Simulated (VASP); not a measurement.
# Te3O2 (P6/mmm) in VASP: a series of runs, part 2 of 3

VASP 6.6.1. The steps go on from the part before.

## Step 4: Single point, PBE

This run uses another cell than the first one, of 23.74 Å³/atom.

File INCAR:

```
PREC     = Accurate       # precision mode
ENCUT    = 520            # plane-wave cutoff, eV
EDIFF    = 1E-6           # SCF threshold, eV
ISMEAR   = 0              # smearing method
SIGMA    = 0.1            # smearing width, eV
LREAL    = F              # projectors in reciprocal space
LASPH    = T              # aspherical terms in the spheres
NELM     = 100            # most SCF steps
ALGO     = Normal         # electronic algorithm
ISIF     = 2              # what is computed and relaxed
LWAVE    = F              # write WAVECAR
LCHARG   = F              # write CHGCAR
GGA      = PE             # functional
NBANDS   = 23             # bands
```

File KPOINTS:

```
Automatic mesh
0
Gamma
  6 6 4
```

File POSCAR:

```
Te3O2
1.0
    6.1075864210      0.0000000034      0.0000000000
   -3.0537932134      5.2893249947      0.0000000000
    0.0000000000      0.0000000000      3.6750663685
Te O
3 2
Direct
    0.5000000000      0.0000000000      0.5000000000
    0.0000000000      0.5000000000      0.5000000000
    0.5000000000      0.5000000000      0.5000000000
    0.0000000000      0.0000000000      0.1703502008
    0.0000000000      0.0000000000      0.8296497992
```

Potentials or basis: VASP PAW PBE potentials, release 64 (Te, O).

Command:

```
> cat potpaw_PBE.64/Te/POTCAR potpaw_PBE.64/O/POTCAR > POTCAR
> mpirun -np 1 vasp_std > vasp.out
```

OUTCAR:

```text
PREC = Accurate
   ENCUT = 520
   EDIFF = 1E-6
   ISMEAR = 0
   LREAL = F
   LASPH = T
   NELM = 100
   ISIF = 2
   GGA = PE

 ion  position               nearest neighbor table
   1  0.500  0.000  0.500-   3 3.05   3 3.05   2 3.05   2 3.05
   2  0.000  0.500  0.500-   3 3.05   3 3.05   1 3.05   1 3.05
   3  0.500  0.500  0.500-   1 3.05   1 3.05   2 3.05   2 3.05
   4  0.000  0.000  0.170-   5 1.25
   5  0.000  0.000  0.830-   4 1.25

  LATTYP: Found a hexagonal cell.
 ALAT       =     6.1075864210
 C/A-ratio  =     0.6017215501

  Lattice vectors:

 A1 = (   6.1075864210,   0.0000000034,   0.0000000000)
 A2 = (  -3.0537932134,   5.2893249947,   0.0000000000)
 A3 = (   0.0000000000,   0.0000000000,   3.6750663685)

Analysis of symmetry for initial positions (statically):
=====================================================================
 Subroutine PRICEL returns:
 Original cell was already a primitive cell.

 Routine SETGRP: Setting up the symmetry group for a
 hexagonal supercell.

 Subroutine GETGRP returns: Found 24 space group operations
 (whereof 24 operations were pure point group operations)
 out of a pool of 24 trial point group operations.

The static configuration has the point symmetry D_6h.

Analysis of symmetry for dynamics (positions and initial velocities):
=====================================================================
 Subroutine PRICEL returns:
 Original cell was already a primitive cell.

 Routine SETGRP: Setting up the symmetry group for a
 hexagonal supercell.

 Subroutine GETGRP returns: Found 24 space group operations
[... 119 lines left out ...]
   EFERMI =   0.00;   METHOD = LEGACY
   ISMEAR =     0;   SIGMA  =   0.10  broadening in eV -4-tet -1-fermi 0-gaus
   EFERMI_NEDOS =   21; number of points for ismear=-14 and -15
   IALGO  =     38    algorithm
   IMIX   =      4    mixing-type and parameters
     AMIX     =   0.40;   BMIX     =  1.00
     AMIX_MAG =   1.60;   BMIX_MAG =  1.00
  volume/ion in A,a.u.               =      23.74       160.24
  Fermi-wavevector in a.u.,A,eV,Ry     =   1.034992  1.955851 14.574669  1.071208
  Thomas-Fermi vector in A             =   2.169314
   LORBIT       =      0    0 simple, 1 ext, 2 COOP (PROOUT), +10 PAW based schemes
   GGA     = PE    functional components
   LHFCALC =     F    Hartree Fock is set to
   AEXX    =    0.0000 exact exchange contribution
   IVDW    =     0    specifies the selected vdW correction
   LEPSILON=     F    determine dielectric tensor
   LRPA    =     F    only Hartree local field effects (RPA)
 non-spin polarized calculation
 Gauss-broadening in eV      SIGMA  =   0.10
  energy-cutoff  :      520.00
  volume of cell :      118.72
 maximum number of plane-waves:      3216
 NGX is ok and might be reduce to    48
   NGX = 23   NGY = 23   NGZ = 13

 number of electron      30.0000000 magnetization

 Free energy of the ion-electron system (eV)
  ---------------------------------------------------
  ext. energy  EPLUGINS =         0.00000000
  ---------------------------------------------------
  free energy    TOTEN  =       -18.21395544 eV

  energy without entropy =      -18.17571776  energy(sigma->0) =      -18.19483660

 E-fermi :   5.0938     XC(G=0):  -9.4042

 val. band max:        5.0537132297   @ k =   0.3333   0.0000   0.0000
 cond. band min:       5.0984506696   @ k =   0.1667  -0.0000   0.0000
 fundamental gap:      0.0447374399
 Fermi energy:         5.0938280363

 k-point     1 :       0.0000    0.0000    0.0000
  band No.  band energies     occupation
      1     -20.5119      2.00000
      2      -8.4827      2.00000
      3      -8.0605      2.00000
      4      -4.8018      2.00000
      5      -4.8018      2.00000
      6      -2.9422      2.00000
[... 535 lines left out ...]
     22      10.9069      0.00000
     23      12.5241      0.00000

------------------------ aborting loop because EDIFF is reached ----------------------------------------

  FORCE on cell =-STRESS in cart. coord.  units (eV):
  Direction    XX          YY          ZZ          XY          YZ          ZX
  --------------------------------------------------------------------------------------
  -------------------------------------------------------------------------------------
  Total        0.0131333      0.0131333      0.9908737      0.0000000     -0.0000000      0.0000000
  in kB        0.1772344      0.1772344     13.3719213      0.0000000     -0.0000000      0.0000000
  external PRESSURE =       4.5754633 kB  Pullay stress =       0.0000000 kB

 VOLUME and BASIS-vectors are now :
 -----------------------------------------------------------------------------
  energy-cutoff  :      520.00
  volume of cell :      118.72
      direct lattice vectors                 reciprocal lattice vectors
     6.107586421  0.000000003  0.000000000     0.163730798  0.094530021  0.000000000
    -3.053793213  5.289324995  0.000000000    -0.000000000  0.189060041  0.000000000
     0.000000000  0.000000000  3.675066369     0.000000000  0.000000000  0.272103929

 POSITION                                       TOTAL-FORCE (eV/Angst)
 -----------------------------------------------------------------------------------
      3.05379      0.00000      1.83753         0.000000     -0.000000      0.000000
     -1.52690      2.64466      1.83753         0.000000     -0.000000      0.000000
      1.52690      2.64466      1.83753         0.000000     -0.000000      0.000000
      0.00000      0.00000      0.62605         0.000000      0.000000      0.832297
      0.00000      0.00000      3.04902        -0.000000     -0.000000     -0.832297
 -----------------------------------------------------------------------------------
    total drift:                               -0.000000      0.000000     -0.000000

  FREE ENERGIE OF THE ION-ELECTRON SYSTEM (eV)
  ---------------------------------------------------
  free  energy   TOTEN  =       -18.2139554435 eV

  energy  without entropy=      -18.1757177632  energy(sigma->0) =      -18.19483660
```

OSZICAR:

```text
N       E                     dE             d eps       ncg     rms          rms(c)
DAV:   1     0.150282572599E+03    0.15028E+03   -0.11986E+04   966   0.110E+03
DAV:   2    -0.784846189201E+01   -0.15813E+03   -0.15085E+03  1341   0.196E+02
DAV:   3    -0.201917657143E+02   -0.12343E+02   -0.12010E+02  1162   0.590E+01
DAV:   4    -0.203753478988E+02   -0.18358E+00   -0.18307E+00  1174   0.791E+00
DAV:   5    -0.203799400593E+02   -0.45922E-02   -0.45901E-02  1238   0.120E+00    0.150E+01
DAV:   6    -0.249218272527E+02   -0.45419E+01   -0.70362E+01  1151   0.269E+01    0.189E+01
DAV:   7    -0.182182050276E+02    0.67036E+01   -0.26044E+00  1171   0.165E+01    0.792E+00
DAV:   8    -0.187768679711E+02   -0.55866E+00   -0.64507E+00  1155   0.972E+00    0.773E+00
DAV:   9    -0.182859604803E+02    0.49091E+00   -0.61597E+00  1185   0.588E+00    0.238E+00
DAV:  10    -0.182179882089E+02    0.67972E-01   -0.18730E-01  1163   0.167E+00    0.391E-01
DAV:  11    -0.182368554676E+02   -0.18867E-01   -0.50653E-02  1192   0.104E+00    0.134E+00
DAV:  12    -0.182134765076E+02    0.23379E-01   -0.73676E-02  1223   0.919E-01    0.117E-01
DAV:  13    -0.182139530703E+02   -0.47656E-03   -0.20604E-03  1085   0.211E-01    0.129E-01
DAV:  14    -0.182143043850E+02   -0.35131E-03   -0.99525E-04  1184   0.117E-01    0.169E-01
DAV:  15    -0.182139697308E+02    0.33465E-03   -0.18296E-03  1253   0.125E-01    0.416E-02
DAV:  16    -0.182139663796E+02    0.33512E-05   -0.48768E-05  1092   0.337E-02    0.327E-02
DAV:  17    -0.182139553940E+02    0.10986E-04   -0.29883E-05  1190   0.157E-02    0.116E-02
DAV:  18    -0.182139554435E+02   -0.49551E-07   -0.18897E-06   843   0.574E-03
   1 F= -.18213955E+02 E0= -.18194837E+02  d E =-.382377E-01
```

It took 66 s on 1 thread of Intel Xeon Platinum 8259CL at 2.50GHz (Skylake/Cascade Lake), shared host; peak memory 0.25 GiB.

Results:

```yaml
Free_energy: -18.2140 eV
Pressure: 0.5 GPa
Largest_force: 0.832 eV/Å
Band_gap_on_the_k_mesh: zero (bands 15 and 16 overlap by 2.48 eV)
```

Forces on the atoms (eV/Å):
```
Te   0.000  0.000  0.000
Te   0.000  0.000  0.000
Te   0.000  0.000  0.000
O    0.000  0.000  0.832
O    0.000  0.000 -0.832
```

Levels at points of the mesh, in eV from the Fermi level:
```
           k point  band 11  band 12  band 13  band 14  band 15  band 16  band 17  band 18  band 19  band 20
(0.00, 0.00, 0.00)    -3.12    -0.70     0.03     0.03     1.78     1.78     2.55     3.75     3.75     4.63
(0.50, 0.00, 0.00)    -1.36    -1.25    -0.92    -0.63    -0.06     0.69     0.69     1.89     3.39     5.54
(0.00, 0.00, 0.50)    -3.68    -3.68    -1.81    -1.81     0.15     0.15     3.06     3.08     4.34     4.34
(0.50, 0.00, 0.50)    -3.09    -1.79    -1.74    -1.09    -0.73    -0.70    -0.51     0.86     3.92     4.26
```

Caveat: the k points lie up to 0.43 Å⁻¹ apart, too coarse for converged energies and pressures of a metal; the standard files for N, O and F lose accuracy on very short bonds; spin-orbit coupling is left out, which moves the levels of the heavy elements.

[end of part 2 of 3]
